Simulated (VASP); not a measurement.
# Be24NO in VASP: a series of runs, part 2 of 2

VASP 6.6.1. Earlier steps stand in the parts before.

### Step 4. Single point, PBE, collinear spin, ferromagnetic start

The input, INCAR:

```
PREC = Accurate
ENCUT = 520
EDIFF = 1E-6
ISMEAR = 0
SIGMA = 0.1
LREAL = False
LASPH = True
NELM = 200
ALGO = Normal
ISIF = 2
LWAVE = False
LCHARG = False
ISPIN = 2
MAGMOM = 0 0 0 0 0 0 0 0 0 0 0 0 0 0 0 0 0 0 0 0 0 0 0 0 1 0
LORBIT = 11
LDIPOL = True
IDIPOL = 3
DIPOL = 0.5 0.5 0.294
GGA = PE
NBANDS = 52
GGA_COMPAT = False
NELMDL = -8
KPAR = 4
```

The input, KPOINTS:

```
Automatic mesh
0
Gamma
  6 4 1
```

The input, POSCAR:

```
Be24NO
1.0
    4.5254381411      0.0000000000      0.0000000000
    0.0000000000      7.1336190820      0.0000000000
    0.0000000000      0.0000000000     22.3685529248
Be N O
24 1 1
Direct
    0.0000000000      0.3750000000      0.1788224752
    0.0000000000      0.8750000000      0.1788224752
    0.5000000000      0.3750000000      0.1788224752
    0.5000000000      0.8750000000      0.1788224752
    0.2500000000      0.1250000000      0.2080237711
    0.2500000000      0.6250000000      0.2080237711
    0.7500000000      0.1250000000      0.2080237711
    0.7500000000      0.6250000000      0.2080237711
    0.2500000000      0.3750000000      0.2664263628
    0.2500000000      0.8750000000      0.2664263628
    0.7500000000      0.3750000000      0.2664263628
    0.7500000000      0.8750000000      0.2664263628
    0.0000000000      0.1250000000      0.2903069137
    0.0000000000      0.6250000000      0.2903069137
    0.5000000000      0.1250000000      0.2903069137
    0.5000000000      0.6250000000      0.2903069137
    0.0000000000      0.3750000000      0.3546814205
    0.0000000000      0.8750000000      0.3546814205
    0.5000000000      0.3750000000      0.3546814205
    0.5000000000      0.8750000000      0.3546814205
    0.2500000000      0.1250000000      0.3741213369
    0.2500000000      0.6250000000      0.3741213369
    0.7500000000      0.1250000000      0.3741213369
    0.7500000000      0.6250000000      0.3741213369
    0.7500000000      0.4583333333      0.4827559906
    0.8896786100      0.5980119434      0.4827559906
```

Potentials or basis: VASP PAW PBE potentials, release 64 (Be, N, O).

Command:

```sh
$ cat potpaw_PBE.64/Be/POTCAR potpaw_PBE.64/N/POTCAR potpaw_PBE.64/O/POTCAR > POTCAR
$ mpirun -np 4 vasp_std > vasp.out
```

OUTCAR:

```text
PREC = Accurate
   ENCUT = 520
   EDIFF = 1E-6
   ISMEAR = 0
   LREAL = False
   LASPH = True
   NELM = 200
   ISIF = 2
   ISPIN = 2
   LORBIT = 11
   GGA = PE
   NELMDL = -8

 ion  position               nearest neighbor table
   1  0.000  0.375  0.179-   5 2.21   6 2.21   7 2.21   8 2.21   9 2.26  11 2.26   3 2.26   3 2.26

   2  0.000  0.875  0.179-   5 2.21   6 2.21   7 2.21   8 2.21  10 2.26  12 2.26   4 2.26   4 2.26

   3  0.500  0.375  0.179-   5 2.21   6 2.21   7 2.21   8 2.21   9 2.26  11 2.26   1 2.26   1 2.26
[... 39 lines left out ...]
  23  0.750  0.125  0.374-  17 2.16  18 2.16  19 2.16  20 2.16  13 2.19  15 2.19  21 2.26  21 2.26

  24  0.750  0.625  0.374-  17 2.16  18 2.16  19 2.16  20 2.16  14 2.19  16 2.19  22 2.26  22 2.26

  25  0.750  0.458  0.483-  26 1.18
  26  0.890  0.598  0.483-  25 1.18

  LATTYP: Found a simple orthorhombic cell.
[... 1532 lines left out ...]
      3.39408      3.26958     10.79855        -0.053153      0.199601      0.034970
      4.02619      4.26599     10.79855         0.017024     -0.253109      0.223497
 -----------------------------------------------------------------------------------
    total drift:                                0.000048     -0.000012      0.001142

  FREE ENERGIE OF THE ION-ELECTRON SYSTEM (eV)
  ---------------------------------------------------
  free  energy   TOTEN  =       -95.2215169617 eV

  energy  without entropy=      -95.1815764680  energy(sigma->0) =      -95.20154671

 vacuum level on the upper side and lower side of the slab         3.247         3.090

 total charge

# of ion       s       p       d       tot
------------------------------------------
    1        0.412   0.604   0.000   1.016
    2        0.412   0.603   0.000   1.015
    3        0.412   0.604   0.000   1.015
    4        0.412   0.603   0.000   1.016
    5        0.420   0.739   0.000   1.159
    6        0.421   0.740   0.000   1.161
[... 18 lines left out ...]
   25        1.355   2.282   0.000   3.637
   26        1.618   3.429   0.000   5.047
--------------------------------------------------
tot         13.065  22.730   0.000  35.795

 magnetization (x)

# of ion       s       p       d       tot
------------------------------------------
    1        0.000   0.000   0.000   0.001
    2       -0.000   0.000   0.000  -0.000
    3        0.001  -0.001   0.000  -0.000
    4       -0.001   0.000   0.000  -0.001
    5        0.000   0.001   0.000   0.001
    6        0.000   0.002   0.000   0.002
[... 18 lines left out ...]
   25        0.003   0.145   0.000   0.148
   26        0.001   0.045   0.000   0.046
--------------------------------------------------
tot          0.008   0.190   0.000   0.197
```

OSZICAR:

```text
N       E                     dE             d eps       ncg     rms          rms(c)
DAV:   1     0.281902911229E+03    0.28190E+03   -0.19649E+04  2912   0.836E+02
DAV:   2    -0.681292647447E+02   -0.35003E+03   -0.33346E+03  4136   0.182E+02
DAV:   3    -0.104160154306E+03   -0.36031E+02   -0.35079E+02  3544   0.548E+01
[... 13 lines left out ...]
DAV:  57    -0.952215025820E+02   -0.56007E-06   -0.49819E-05  3340   0.102E-02    0.263E-03
DAV:  58    -0.952215106269E+02   -0.80449E-05   -0.11700E-05  3368   0.628E-03    0.148E-03
DAV:  59    -0.952215137677E+02   -0.31408E-05   -0.55800E-06  3164   0.366E-03    0.107E-03
DAV:  60    -0.952215168037E+02   -0.30360E-05   -0.29686E-07  2640   0.194E-03    0.857E-04
DAV:  61    -0.952215169617E+02   -0.15799E-06   -0.43191E-07  2288   0.108E-03
   1 F= -.95221517E+02 E0= -.95201547E+02  d E =-.399405E-01  mag=     0.2692
```

Run time: 37 min. Hardware: 4 MPI ranks of Intel Xeon Platinum 8259CL at 2.50GHz (Skylake/Cascade Lake), shared host; peak memory 1.5 GiB.

What came out:

* Free energy: -95.2215 eV
* Largest force: 0.745 eV/Å
* Net moment: 0.27 μB per cell
* Site moments: Be +0.00, -0.00 (each value once); N +0.15; O +0.05 μB
* Valence electrons inside the program's atomic spheres: Be 1.02, 1.01, 1.16, 1.17, 1.21, 1.15, 1.14, 1.08, 1.07 (each value once); N 3.64; O 5.05

Forces on the atoms (eV/Å):
```
Be   0.020 -0.007  0.542
Be   0.007 -0.025  0.549
Be  -0.022  0.000  0.553
Be  -0.007  0.006  0.554
Be  -0.005  0.018 -0.708
Be   0.000  0.011 -0.744
Be   0.005  0.011 -0.696
Be  -0.004 -0.008 -0.675
Be  -0.004  0.010  0.158
Be  -0.007 -0.016  0.175
Be   0.015 -0.011  0.122
Be  -0.001 -0.014  0.168
Be  -0.007  0.024  0.015
Be   0.014 -0.001  0.076
Be   0.012  0.004  0.065
Be  -0.034  0.008 -0.005
Be   0.084 -0.109 -0.181
Be  -0.002  0.042 -0.048
Be  -0.041  0.023  0.050
Be  -0.003 -0.008 -0.019
Be  -0.053  0.012 -0.028
Be   0.029  0.000 -0.100
Be   0.056 -0.006  0.017
Be  -0.018  0.089 -0.097
N   -0.053  0.200  0.035
O    0.017 -0.253  0.223
```

Caveat: the standard files for N, O and F lose accuracy on very short bonds.

### Step 5. Overview

| cell | gap on the mesh (eV) | moment (μB) | largest force (eV/Å) |
| --- | --- | --- | --- |
| as given, atomic positions A | none | 0.34 | 6.60 |
| as given, atomic positions B | none | 0.00 | 1.14 |
| as given, atomic positions C | none | 0.27 | 0.74 |

Alike in all rows: task single point; level PBE; potentials or basis VASP PAW PBE potentials, release 64 (Be, N, O); spin collinear, ferromagnetic start; k mesh 6 × 4 × 1; cutoff (eV) 520; smearing gaussian 0.1 eV.

Caveats: the standard files for N, O and F lose accuracy on very short bonds.

Total energies depend on the potentials used, so only differences within one code and one set of settings carry meaning.
